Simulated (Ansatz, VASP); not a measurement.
# One calculation of CuAu3, two programs

```
CELL_PARAMETERS angstrom
4.14044 0.00000 0.00000
0.00000 4.14044 0.00000
0.00000 0.00000 4.14044
ATOMIC_POSITIONS crystal
Cu 0.00000 0.00000 0.00000
Au 0.00000 0.50000 0.50000
Au 0.50000 0.00000 0.50000
Au 0.50000 0.50000 0.00000
```

Alike in both runs: task single point; functional r2SCAN; k mesh 10 × 10 × 10; occupations gaussian, width 0.1 eV; no spin polarisation.

|  | VASP | Ansatz |
| --- | --- | --- |
| version | VASP 6.6.1 | Ansatz 0.2.0 |
| potentials or method | VASP PAW PBE potentials, release 64 (Cu, Au), cutoff 520 eV | scalar-relativistic, plane waves, PAW |
| valence electrons in the cell | 44 | 76 |

Ansatz gave:

```
gap on the k mesh at the Fermi level (eV) : none
pressure (GPa)                            : -11.3
```

Q: Which values does VASP return?

A: gap on the k mesh at the Fermi level (eV): none; pressure (GPa): -11.1.

VASP's potentials were made for PBE, not for r2SCAN. A gap of «none» marks a metal or a gap that the smearing closes. The functional is the same, so the differences come from potentials, cutoffs and numerics. VASP's potentials hold 44 valence electrons a cell and Ansatz's 76, so a difference there can come from the potentials and not from the codes.

Neither program's run includes spin-orbit coupling.
